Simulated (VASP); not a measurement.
Write the native input for VASP 6.6.1 that does the following.

```yaml
Task: relaxation of cell and atoms
Functional: PBEsol
Potentials_or_basis: VASP PAW PBE potentials, release 64 (Cu)
Cutoff: 600 eV
k_mesh: 9 × 9 × 9
Occupations: gaussian, width 0.05 eV
Spin: no spin polarisation
Dipole_correction: no
Further_INCAR_settings: ALGO = Normal; EDIFF = 1e-07; IBRION = 2; EDIFFG = -0.02; NSW = 80; ISIF = 3
```

The structure of Cu lies in POSCAR:

```
Cu
1.0
    0.0000000000      2.4850000000      2.4850000000
    2.4850000000      0.0000000000      2.4850000000
    2.4850000000      2.4850000000      0.0000000000
Cu
2
Direct
    1.0000000000      1.0000000000      1.0000000000
    0.2500000000      0.2500000000      0.2500000000
```

This isn't the form of Cu at room conditions, which is fcc.

These files were run (other wordings do the same):

INCAR

```
SYSTEM = Cu
PREC = Accurate ; ENCUT = 600
EDIFF = 1E-7 ; ISMEAR = 0
SIGMA = 0.05 ; LREAL = .FALSE.
LASPH = .TRUE. ; NELM = 120
ALGO = Normal ; ISIF = 3
LWAVE = .FALSE. ; LCHARG = .FALSE.
GGA = PS ; IBRION = 2
NSW = 80 ; EDIFFG = -0.02
GGA_COMPAT = .FALSE. ; NELMIN = 4
```

KPOINTS

```
regular mesh
0
G
  9 9 9
  0 0 0
```

Potentials or basis: VASP PAW PBE potentials, release 64 (Cu).

Run with:

```console
$ cat potpaw_PBE.64/Cu/POTCAR > POTCAR
$ mpirun -np 1 vasp_std > vasp.out
```

It gave:

The relaxed volume is 17.96 Å³/atom and the relaxed cell is a = 3.703 Å, b = 3.703 Å, c = 3.703 Å, α = 60.00°, β = 60.00°, γ = 60.00°. The space group after relaxing (to 0.1 Å) is Fd-3m (No. 227) and the energy gained by relaxing is 110.6 meV/atom. The ionic steps are 3 and the pressure after relaxing is 0.1 GPa. The band gap on the k mesh is zero (bands 11 and 12 overlap by 0.68 eV).

Caveat: the volume moved by over 15 % at a fixed basis, so the end points are rough; the PAW data sets were made with another functional, which shifts forces and pressure a little.

It took 38 s on 1 thread of Intel(R) Xeon(R) 6975P-C (Granite Rapids), on a shared host, peak memory 0.16 GiB.
